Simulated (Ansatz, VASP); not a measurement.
InSb3: VASP beside Ansatz

```
In Sb
1.0
     4.71759   -0.05608   -0.05608
    -0.05608    4.71759   -0.05608
    -0.05608   -0.05608    4.71759
In Sb
1 3
Cartesian
  0.0000 0.0000 0.0000
  2.3308 -0.0561 2.3308
  -0.0561 2.3308 2.3308
  2.3308 2.3308 -0.0561
```

Change from the starting cell: equal engineering shear yz, xz and xy -0.0233, equal normal strain along x, y and z -0.0200.

Alike in both runs: task single point; functional PBE; k mesh 8 × 8 × 8; occupations gaussian, width 0.15 eV; no spin polarisation.

|  | VASP | Ansatz |
| --- | --- | --- |
| version | VASP 6.6.1 | Ansatz 0.2.0 |
| potentials or method | VASP PAW PBE potentials, release 64 (In_d, Sb), cutoff 520 eV | scalar-relativistic, plane waves, PAW |
| valence electrons in the cell | 28 | 58 |

|  | VASP | Ansatz | Ansatz less VASP |
| --- | --- | --- | --- |
| gap on the k mesh at the Fermi level (eV) | none | none | - |
| pressure (GPa) | 3.6 | 3.7 | +0.09 |
| traceless stress, the component that is largest in VASP (GPa) | 0.53 | 0.53 | -0.001 |

A gap of «none» marks a metal or a gap that the smearing closes. VASP's potentials hold 28 valence electrons a cell and Ansatz's 58, so a difference there can come from the potentials and not from the codes.

Spin-orbit coupling is off throughout.
